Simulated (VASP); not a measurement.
Write the native input for VASP 6.6.1 that does the following.

| Property | Result |
| --- | --- |
| Task | relaxation of cell and atoms |
| Functional | PBE |
| Potentials or basis | VASP PAW PBE potentials, release 64 (Al, Cu) |
| Cutoff | 600 eV |
| k mesh | 10 × 10 × 10 |
| Occupations | gaussian, width 0.1 eV |
| Spin | no spin polarisation |
| Target pressure | 1 GPa |
| Dipole correction | no |
| Further INCAR settings | ALGO = Fast; EDIFF = 1e-07; IBRION = 2; EDIFFG = -0.008; NSW = 70; ISIF = 3 |

The structure of Al2Cu lies in POSCAR:

```
Al2Cu
1.0
   -3.0164730382      3.0164730382      2.4335604105
    3.0164730382     -3.0164730382      2.4335604105
    3.0164730382      3.0164730382     -2.4335604105
Al Cu
4 2
Direct
    0.8413053791      0.6586946209      0.5000000000
    0.6586946209      0.1586946209      0.8173892419
    0.3413053791      0.8413053791      0.1826107581
    0.1586946209      0.3413053791      0.5000000000
    0.2500000000      0.2500000000      0.0000000000
    0.7500000000      0.7500000000      0.0000000000
```

One way to write it, as run:

INCAR

```
PREC = Accurate
ENCUT = 600
EDIFF = 1E-7
ISMEAR = 0
SIGMA = 0.1
LREAL = False
LASPH = True
NELM = 60
ALGO = Fast
ISIF = 3
LWAVE = False
LCHARG = False
GGA = PE
IBRION = 2
NSW = 70
EDIFFG = -0.008
PSTRESS = 10.0
```

KPOINTS

```
regular mesh
0
Gamma
  10 10 10
```

Potentials or basis: VASP PAW PBE potentials, release 64 (Al, Cu).

Launch:

```sh
$ cat potpaw_PBE.64/Al/POTCAR potpaw_PBE.64/Cu/POTCAR > POTCAR
$ mpirun -np 1 vasp_std > vasp.out
```

It gave:

| Quantity | Value |
| --- | --- |
| Relaxed volume | 14.79 Å³/atom |
| Relaxed cell | a = 4.914 Å, b = 4.914 Å, c = 4.914 Å, α = 104.22°, β = 104.22°, γ = 120.59° |
| Space group after relaxing (to 0.05 Å) | I4/mcm (No. 140) |
| Energy change on relaxing (the enthalpy is what falls) | -0.2 meV/atom |
| Ionic steps | 3 |
| Pressure after relaxing | 1.0 GPa |
| Largest force after relaxing | 0.004 eV/Å |
| Band gap on the k mesh | zero (band 17 reaches 10.61 eV, above the bottom of band 18 at 6.27 eV) |

Caveat: the cell is relaxed towards a set pressure, so the enthalpy falls and the energy may rise.

Wall time 6.8 min on 1 thread of Intel(R) Xeon(R) 6975P-C (Granite Rapids), with other jobs on the host, peak memory 0.4 GiB.
